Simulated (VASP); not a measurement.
Set up this calculation in VASP 6.6.1, as the native input.

```
Task                   : single point
Functional             : r2SCAN
Potentials or basis    : VASP PAW PBE potentials, release 64 (Ag, Cl)
Cutoff                 : 520 eV
k mesh                 : 8 × 8 × 8
Occupations            : gaussian, width 0.01 eV
Spin                   : no spin polarisation
Dipole correction      : no
Further INCAR settings : ALGO = Normal; EDIFF = 1e-06; NBANDS = 16
```

AgCl:

```xyz
2
Lattice="0.0000 2.9933 3.1130 2.9933 0.0000 3.1130 2.9933 2.9933 0.0000" Properties=species:S:1:pos:R:3 pbc="T T T"
Ag    0.0000    0.0000    0.0000
Cl    1.4966    1.4966    1.5565
```

This cell differs from its parent crystal: uniaxial z strain +4.0%.

These files were run (other wordings do the same):

POSCAR

```
AgCl
1.0
    0.0000000000      2.9932651224      3.1129957273
    2.9932651224      0.0000000000      3.1129957273
    2.9932651224      2.9932651224      0.0000000000
Ag Cl
1 1
Direct
    0.0000000000      0.0000000000      0.0000000000
    0.2500000000      0.2500000000      0.2500000000
```

INCAR.step1

```
SYSTEM = AgCl
PREC = Accurate
ENCUT = 520
ISMEAR = 0
SIGMA = 0.01
LREAL = .False.
LASPH = .True.
NELM = 60
NBANDS = 16
GGA = PE
ALGO = Normal
EDIFF = 1E-4
LWAVE = .True.
LCHARG = .False.
```

INCAR.step2

```
SYSTEM = AgCl
PREC = Accurate
ENCUT = 520
EDIFF = 1E-6
ISMEAR = 0
SIGMA = 0.01
LREAL = .False.
LASPH = .True.
NELM = 60
ALGO = Normal
ISIF = 2
LWAVE = .False.
LCHARG = .True.
METAGGA = R2SCAN
LMIXTAU = .True.
LELF = .True.
LVHAR = .True.
NBANDS = 16
ISTART = 1
```

KPOINTS

```
regular mesh
0
Gamma
  8 8 8
  0 0 0
```

Potentials or basis: VASP PAW PBE potentials, release 64 (Ag, Cl).

Launch:

```sh
$ cat potpaw_PBE.64/Ag/POTCAR potpaw_PBE.64/Cl/POTCAR > POTCAR
$ cp INCAR.step1 INCAR
$ mpirun -np 1 vasp_std > vasp.out
$ cp INCAR.step2 INCAR
$ mpirun -np 1 vasp_std > vasp.out
```

Results of the run:

| Item | Value |
| --- | --- |
| Pressure | -1.3 GPa |
| Band gap on the k mesh | 1.63 eV |

Caveat: the cell differs from its parent crystal (uniaxial z strain +4.0%); the PAW data sets were made with another functional, which shifts forces and pressure a little.

Run time: 71 s on 1 thread of AMD EPYC 9R45 96-Core Processor (Zen 5) (shared host), peak memory 0.19 GiB.
